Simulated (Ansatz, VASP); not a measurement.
# Cd in VASP and in Ansatz

```
Cd
1.0
     0.00000    3.38872    3.38872
     3.38872    0.00000    3.38872
     3.38872    3.38872    0.00000
Cd
2
Direct
  0.12500 0.12500 0.12500
  0.87500 0.87500 0.87500
```

Alike in both runs: task single point; functional revPBE; k mesh 9 × 9 × 9; occupations fermi-dirac, width 0.1 eV; no spin polarisation.

|  | VASP | Ansatz |
| --- | --- | --- |
| version | VASP 6.6.1 | Ansatz 0.2.0 |
| potentials or method | VASP PAW PBE potentials, release 64 (Cd), cutoff 520 eV | plane waves (420 eV) with PAW, scalar-relativistic |
| valence electrons in the cell | 24 | 40 |

```csv
,VASP,Ansatz,Ansatz less VASP
pressure (GPa),0.6,0.4,-0.11
```

VASP's potentials were made for PBE, not for revPBE. VASP's potentials hold 24 valence electrons a cell and Ansatz's 40, so a difference there can come from the potentials and not from the codes.
